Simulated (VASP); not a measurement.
# Ge16H (a cell with a defect) in VASP: relaxation of the atoms with PBE

Aim: the relaxation of the atoms of Ge16H (a cell with a defect) with PBE.

Everything below comes from runs of VASP 6.6.1. Logs are shortened: lines on timing, memory, paths and dates and some standing lists are left out, and cuts for length are marked.

### Step 1. The cell of the first run

The cell holds a defect, 17 atoms: a = 8.004 Å, b = 8.004 Å, c = 8.004 Å, α = 60.00°, β = 60.00°, γ = 60.00°.

### Step 2. Relaxation of the atoms, PBE

INCAR

```
SYSTEM = Ge16H
PREC = Accurate
ENCUT = 520
EDIFF = 1E-7
ISMEAR = -1
SIGMA = 0.05
LREAL = Auto
LASPH = .TRUE.
NELM = 80
ALGO = Normal
ISIF = 2
LWAVE = .FALSE.
LCHARG = .FALSE.
GGA = PE
IBRION = 2
NSW = 45
EDIFFG = -0.08
KPAR = 2
```

KPOINTS

```
regular mesh
0
G
  2 2 2
  0 0 0
```

POSCAR

```
Ge16H
1.0
    0.0000000000      5.6600000000      5.6600000000
    5.6600000000      0.0000000000      5.6600000000
    5.6600000000      5.6600000000      0.0000000000
Ge H
16 1
Direct
    0.0000000000      0.0000000000      0.0000000000
    0.1250000000      0.1250000000      0.1250000000
    0.0000000000      0.0000000000      0.5000000000
    0.1250000000      0.1250000000      0.6250000000
    0.0000000000      0.5000000000      0.0000000000
    0.1250000000      0.6250000000      0.1250000000
    0.0000000000      0.5000000000      0.5000000000
    0.1250000000      0.6250000000      0.6250000000
    0.5000000000      0.0000000000      0.0000000000
    0.6250000000      0.1250000000      0.1250000000
    0.5000000000      0.0000000000      0.5000000000
    0.6250000000      0.1250000000      0.6250000000
    0.5000000000      0.5000000000      0.0000000000
    0.6250000000      0.6250000000      0.1250000000
    0.5000000000      0.5000000000      0.5000000000
    0.6250000000      0.6250000000      0.6250000000
    0.8006582000      0.8159181000      0.8194194000
```

Potentials or basis: VASP PAW PBE potentials, release 64 (Ge_d, H).

On the command line:

```
$ cat potpaw_PBE.64/Ge_d/POTCAR potpaw_PBE.64/H/POTCAR > POTCAR
$ mpirun -np 4 vasp_std > vasp.out
```

OUTCAR:

```text
SYSTEM = Ge16H
   PREC = Accurate
   ENCUT = 520
   EDIFF = 1E-7
   ISMEAR = -1
   LREAL = Auto
   LASPH = .TRUE.
   NELM = 80
   ISIF = 2
   GGA = PE
   IBRION = 2
   NSW = 45
   EDIFFG = -0.08

 ion  position               nearest neighbor table
   1  0.000  0.000  0.000-   2 2.45   4 2.45   6 2.45  10 2.45
   2  0.125  0.125  0.125-   1 2.45   3 2.45   5 2.45   9 2.45
   3  0.000  0.000  0.500-   2 2.45   4 2.45   8 2.45  12 2.45
   4  0.125  0.125  0.625-   1 2.45   3 2.45   7 2.45  11 2.45
   5  0.000  0.500  0.000-   2 2.45   6 2.45   8 2.45  14 2.45
   6  0.125  0.625  0.125-   1 2.45   5 2.45   7 2.45  13 2.45
[... 8 lines left out ...]
  15  0.500  0.500  0.500-   8 2.45  12 2.45  14 2.45  16 2.45
  16  0.625  0.625  0.625-   7 2.45  11 2.45  13 2.45  15 2.45
  17  0.801  0.816  0.819-

  LATTYP: Found a face centered cubic cell.
 ALAT       =    11.3200000000

  Lattice vectors:

 A1 = (   0.0000000000,   5.6600000000,   5.6600000000)
 A2 = (   5.6600000000,   0.0000000000,   5.6600000000)
 A3 = (   5.6600000000,   5.6600000000,   0.0000000000)

Analysis of symmetry for initial positions (statically):
=====================================================================
 Subroutine PRICEL returns:
 Original cell was already a primitive cell.

 Routine SETGRP: Setting up the symmetry group for a
 face centered cubic supercell.

 Subroutine GETGRP returns: Found  1 space group operations
 (whereof  1 operations were pure point group operations)
 out of a pool of 48 trial point group operations.

The static configuration has the point symmetry C_1 .

Analysis of symmetry for dynamics (positions and initial velocities):
=====================================================================
 Subroutine PRICEL returns:
 Original cell was already a primitive cell.

 Routine SETGRP: Setting up the symmetry group for a
 face centered cubic supercell.

 Subroutine GETGRP returns: Found  1 space group operations
 (whereof  1 operations were pure point group operations)
 out of a pool of 48 trial point group operations.

The dynamic configuration has the point symmetry C_1 .

 Subroutine INISYM returns: Found  1 space group operations
 (whereof  1 operations are pure point group operations),
 and found     1 'primitive' translations

----------------------------------------------------------------------------------------

                                     Primitive cell

  volume of cell :     362.6430

  direct lattice vectors                    reciprocal lattice vectors
     0.000000000  5.660000000  5.660000000    -0.088339223  0.088339223  0.088339223
     5.660000000  0.000000000  5.660000000     0.088339223 -0.088339223  0.088339223
     5.660000000  5.660000000  0.000000000     0.088339223  0.088339223 -0.088339223

  length of vectors
     8.004448763  8.004448763  8.004448763     0.153008022  0.153008022  0.153008022

  position of ions in fractional coordinates (direct lattice)
     0.000000000  0.000000000  0.000000000
     0.125000000  0.125000000  0.125000000
     0.000000000  0.000000000  0.500000000
     0.125000000  0.125000000  0.625000000
     0.000000000  0.500000000  0.000000000
     0.125000000  0.625000000  0.125000000
[... 9 lines left out ...]
     0.625000000  0.625000000  0.625000000
     0.800658200  0.815918100  0.819419400

  ion indices of the primitive-cell ions
   primitive index   ion index
                 1           1
[... 81 lines left out ...]
   PSTRESS=    0.0 pullay stress
   NELECT =     225.0000    total number of electrons
   NUPDOWN=      -1.0000    fix difference up-down
   EMIN   =  10.00;   EMAX   =-10.00  energy-range for DOS
   EFERMI =   0.00;   METHOD = LEGACY
   ISMEAR =    -1;   SIGMA  =   0.05  broadening in eV -4-tet -1-fermi 0-gaus
   EFERMI_NEDOS =   21; number of points for ismear=-14 and -15
   IALGO  =     38    algorithm
   IMIX   =      4    mixing-type and parameters
     AMIX     =   0.40;   BMIX     =  1.00
     AMIX_MAG =   1.60;   BMIX_MAG =  1.00
  volume/ion in A,a.u.               =      21.33       143.96
  Fermi-wavevector in a.u.,A,eV,Ry     =   1.396291  2.638607 26.526303  1.949628
  Thomas-Fermi vector in A             =   2.519659
   LORBIT       =      0    0 simple, 1 ext, 2 COOP (PROOUT), +10 PAW based schemes
   GGA     = PE    functional components
   LHFCALC =     F    Hartree Fock is set to
   AEXX    =    0.0000 exact exchange contribution
   IVDW    =     0    specifies the selected vdW correction
   LEPSILON=     F    determine dielectric tensor
   LRPA    =     F    only Hartree local field effects (RPA)
 conjugate gradient relaxation of ions
 non-spin polarized calculation
  energy-cutoff  :      520.00
  volume of cell :      362.64
 maximum number of plane-waves:      9841
 NGX is ok and might be reduce to    60
   NGX = 29   NGY = 29   NGZ = 29

--------------------------------------- Ionic step        1  -------------------------------------------

 number of electron     225.0000168 magnetization

 Free energy of the ion-electron system (eV)
  ---------------------------------------------------
  ext. energy  EPLUGINS =         0.00000000
  ---------------------------------------------------
  free energy    TOTEN  =       -71.69517686 eV

  energy without entropy =      -71.62377629  energy(sigma->0) =      -71.65947658

------------------------ aborting loop because EDIFF is reached ----------------------------------------

  FORCE on cell =-STRESS in cart. coord.  units (eV):
  Direction    XX          YY          ZZ          XY          YZ          ZX
  --------------------------------------------------------------------------------------
  -------------------------------------------------------------------------------------
  Total       10.2534829     10.3552661     10.3220007     -0.5363669     -0.5710599     -0.5183172
  in kB       45.3004696     45.7501538     45.6031854     -2.3696996     -2.5229753     -2.2899546
  external PRESSURE =      45.5512696 kB  Pullay stress =       0.0000000 kB

 VOLUME and BASIS-vectors are now :
 -----------------------------------------------------------------------------
  energy-cutoff  :      520.00
  volume of cell :      362.64
      direct lattice vectors                 reciprocal lattice vectors
     0.000000000  5.660000000  5.660000000    -0.088339223  0.088339223  0.088339223
     5.660000000  0.000000000  5.660000000     0.088339223 -0.088339223  0.088339223
     5.660000000  5.660000000  0.000000000     0.088339223  0.088339223 -0.088339223

 POSITION                                       TOTAL-FORCE (eV/Angst)
 -----------------------------------------------------------------------------------
      0.00000      0.00000      0.00000         0.026281      0.019038      0.017737
      1.41500      1.41500      1.41500         0.030113     -0.002222     -0.003905
      2.83000      2.83000      0.00000        -0.027004     -0.027016     -0.118078
      4.24500      4.24500      1.41500         0.027968      0.025002     -0.035839
      2.83000      0.00000      2.83000        -0.026962     -0.115693     -0.025599
      4.24500      1.41500      4.24500         0.030599     -0.036646      0.026964
[... 9 lines left out ...]
      7.07500      7.07500      7.07500        -0.015023     -0.021079     -0.022804
      9.25601      9.16964      9.14982        -0.006643     -0.002330     -0.001152
 -----------------------------------------------------------------------------------
    total drift:                               -0.000003     -0.000014      0.000022

  FREE ENERGIE OF THE ION-ELECTRON SYSTEM (eV)
  ---------------------------------------------------
  free  energy   TOTEN  =       -71.6951768571 eV

  energy  without entropy=      -71.6237762940  energy(sigma->0) =      -71.65947658

--------------------------------------- Ionic step        2  -------------------------------------------

 number of electron     225.0000166 magnetization

 Free energy of the ion-electron system (eV)
  ---------------------------------------------------
  ext. energy  EPLUGINS =         0.00000000
  ---------------------------------------------------
  free energy    TOTEN  =       -71.69907693 eV

  energy without entropy =      -71.62798026  energy(sigma->0) =      -71.66352860

 E-fermi :   5.0010     XC(G=0):  -9.9554

 val. band max:        4.9028656900   @ k =   0.0000   0.5000   0.0000
 cond. band min:       5.0226452343   @ k =   0.0000   0.0000   0.0000
 fundamental gap:      0.1197795443
 Fermi energy:         5.0010125653

 k-point     1 :       0.0000    0.0000    0.0000
  band No.  band energies     occupation
      1     -19.8592      2.00000
      2     -19.8515      2.00000
      3     -19.8514      2.00000
      4     -19.8421      2.00000
      5     -19.8420      2.00000
      6     -19.8317      2.00000
[... 1005 lines left out ...]
    123       9.3416      0.00000
    124       9.3515      0.00000
 [bands above 124 left out]

------------------------ aborting loop because EDIFF is reached ----------------------------------------

  FORCE on cell =-STRESS in cart. coord.  units (eV):
  Direction    XX          YY          ZZ          XY          YZ          ZX
  --------------------------------------------------------------------------------------
  -------------------------------------------------------------------------------------
  Total       10.2004496     10.3100423     10.2731968     -0.7186626     -0.7628431     -0.6930566
  in kB       45.0661656     45.5503525     45.3875669     -3.1750922     -3.3702839     -3.0619636
  external PRESSURE =      45.3346950 kB  Pullay stress =       0.0000000 kB

 VOLUME and BASIS-vectors are now :
 -----------------------------------------------------------------------------
  energy-cutoff  :      520.00
  volume of cell :      362.64
      direct lattice vectors                 reciprocal lattice vectors
     0.000000000  5.660000000  5.660000000    -0.088339223  0.088339223  0.088339223
     5.660000000  0.000000000  5.660000000     0.088339223 -0.088339223  0.088339223
     5.660000000  5.660000000  0.000000000     0.088339223  0.088339223 -0.088339223

 POSITION                                       TOTAL-FORCE (eV/Angst)
 -----------------------------------------------------------------------------------
      0.00127      0.00092      0.00086         0.013206      0.016199      0.016511
      1.41645      1.41489      1.41481         0.027729      0.018956      0.018526
      8.48870      8.48870     11.31430        -0.010474     -0.011765     -0.033243
      4.24635      4.24621      1.41327         0.007451      0.004844     -0.019514
      8.48870     11.31442      8.48877        -0.010647     -0.030626     -0.011601
      4.24648      1.41323      4.24630         0.008656     -0.019342      0.006206
[... 9 lines left out ...]
      7.07428      7.07398      7.07390        -0.016344     -0.014594     -0.013832
      9.25569      9.16953      9.14977        -0.008759     -0.002236     -0.000608
 -----------------------------------------------------------------------------------
    total drift:                               -0.000059      0.000094      0.000118

  FREE ENERGIE OF THE ION-ELECTRON SYSTEM (eV)
  ---------------------------------------------------
  free  energy   TOTEN  =       -71.6990769292 eV

  energy  without entropy=      -71.6279802621  energy(sigma->0) =      -71.66352860

 reached required accuracy - stopping structural energy minimisation
```

Run time: 9 min. Hardware: 4 MPI ranks of Intel Xeon Platinum 8259CL at 2.50GHz (Skylake/Cascade Lake), shared host; peak memory 0.43 GiB.

Results:

```yaml
Free_energy: -71.6991 eV
Energy_gained_by_relaxing: 0.2 meV/atom
Ionic_steps: 2
Pressure_after_relaxing: 4.5 GPa
Largest_force_after_relaxing: 0.044 eV/Å
Band_gap_on_the_k_mesh: zero (an odd number of electrons rules out a gap without spin polarisation)
```

Forces on the atoms (eV/Å):
```
Ge   0.013  0.016  0.017
Ge   0.028  0.019  0.019
Ge  -0.010 -0.012 -0.033
Ge   0.007  0.005 -0.020
Ge  -0.011 -0.031 -0.012
Ge   0.009 -0.019  0.006
Ge   0.021 -0.004 -0.005
Ge   0.041  0.010  0.009
Ge  -0.031 -0.008 -0.008
Ge  -0.018  0.013  0.013
Ge  -0.009  0.020 -0.010
Ge   0.008  0.034  0.008
Ge  -0.011 -0.011  0.020
Ge   0.007  0.008  0.035
Ge  -0.019 -0.022 -0.025
Ge  -0.016 -0.015 -0.014
H   -0.009 -0.002 -0.001
```

The path:
```csv
step,energy change (eV),largest force (eV/Å),pressure (GPa)
1,0.0000,0.1327,4.56
2,-0.0039,0.0436,4.53
```

Final structure:
```xyz
17
Lattice="0.0000 5.6600 5.6600 5.6600 0.0000 5.6600 5.6600 5.6600 0.0000" Properties=species:S:1:pos:R:3 pbc="T T T"
Ge    0.0013    0.0009    0.0009
Ge    1.4165    1.4149    1.4148
Ge    8.4887    8.4887   11.3143
Ge    4.2463    4.2462    1.4133
Ge    8.4887   11.3144    8.4888
Ge    4.2465    1.4132    4.2463
Ge    5.6618    8.4888    8.4888
Ge    7.0812    4.2461    4.2461
Ge   11.3140    8.4894    8.4894
Ge    1.4130    4.2470    4.2470
Ge    8.4884    5.6620    8.4882
Ge    4.2457    7.0810    4.2459
Ge    8.4882    8.4881    5.6620
Ge    4.2456    4.2457    7.0811
Ge    5.6602    5.6596    5.6592
Ge    7.0743    7.0740    7.0739
H     9.2557    9.1695    9.1498
```

Levels at points of the mesh, in eV from the Fermi level:
| k point | band 110 | band 111 | band 112 | band 113 | band 114 | band 115 |
| --- | --- | --- | --- | --- | --- | --- |
| (0.00, 0.00, 0.00) | -1.35 | 0.02 | 0.02 | 0.04 | 0.06 | 0.21 |
| (0.50, 0.00, 0.00) | -0.90 | -0.85 | -0.85 | -0.11 | 0.68 | 0.92 |
| (0.00, 0.50, 0.00) | -0.89 | -0.85 | -0.85 | -0.10 | 0.68 | 0.92 |
| (0.00, 0.00, 0.50) | -0.89 | -0.85 | -0.85 | -0.10 | 0.68 | 0.92 |
| (0.50, 0.50, 0.50) | -0.89 | -0.89 | -0.82 | -0.82 | 0.67 | 0.73 |
| (0.50, 0.50, 0.00) | -1.50 | -1.48 | -1.47 | 0.04 | 1.01 | 1.44 |
| (0.00, 0.50, 0.50) | -1.50 | -1.48 | -1.47 | 0.03 | 1.01 | 1.44 |
| (0.50, 0.00, 0.50) | -1.50 | -1.48 | -1.47 | 0.04 | 1.01 | 1.44 |

Caveat: the k points lie up to 0.48 Å⁻¹ apart, too coarse for converged energies and pressures of a metal; an odd number of electrons without spin polarisation forces a metal; a magnetic or distorted state may lie lower; the relaxation stopped at a loose force limit of 0.08 eV/Å, so its end isn't a converged minimum.

The gap in the log of VASP goes by the Fermi energy; the results here count the filled bands.